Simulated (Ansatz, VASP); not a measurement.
**Two plane-wave programs on HgTe**

INCAR

```
PREC = Accurate
ENCUT = 520
EDIFF = 1E-7
ISMEAR = 0
SIGMA = 0.15
LREAL = False
LASPH = True
NELM = 100
ALGO = Normal
ISIF = 2
LWAVE = False
LCHARG = True
GGA = PE
LELF = True
LVHAR = True
NBANDS = 16
```

File KPOINTS:

```
Automatic mesh
0
Gamma
  18 18 18
```

The input POSCAR:

```
HgTe
1.0
    0.0000000000      3.1287547890      3.7545057468
    3.1287547890      0.0000000000      3.7545057468
    3.1287547890      3.1287547890      0.0000000000
Hg Te
1 1
Direct
    0.0000000000      0.0000000000      0.0000000000
    0.7500000000      0.7500000000      0.7500000000
```

Input for Ansatz:

```yaml
crystal:
  lattice:
    - [0.0, 3.128754789, 3.7545057468]
    - [3.128754789, 0.0, 3.7545057468]
    - [3.128754789, 3.128754789, 0.0]
  atoms:
    - { symbol: Hg, position: [0.0, 0.0, 0.0] }
    - { symbol: Te, position: [0.75, 0.75, 0.75] }
basis:
  ecutwfc: 420
kpoints:
  mp_grid: { grid: [18, 18, 18] }
hamiltonian:
  xc: pbe
scf:
  occupations: { method: gaussian, width: 0.15 }
output:
  forces: true
  stress: true
  eigenvalues: true
```

Alike in both runs: task single point; functional PBE; k mesh 18 × 18 × 18; occupations gaussian, width 0.15 eV; no spin polarisation.

```csv
,VASP,Ansatz
version,VASP 6.6.1,Ansatz 0.2.0
potentials or method,"VASP PAW PBE potentials, release 64 (Hg, Te), cutoff 520 eV","scalar-relativistic, plane waves, PAW"
valence electrons in the cell,18,36
```

```tsv
	VASP	Ansatz	Ansatz less VASP
gap on the k mesh at the Fermi level (eV)	none	none	-
pressure (GPa)	-0.3	-0.3	-0.04
traceless stress, the component that is largest in VASP (GPa)	-2.37	-2.38	-0.002
```

A gap of «none» marks a metal or a gap that the smearing closes. VASP's potentials hold 18 valence electrons a cell and Ansatz's 36, so a difference there can come from the potentials and not from the codes.

Neither program's run includes spin-orbit coupling.
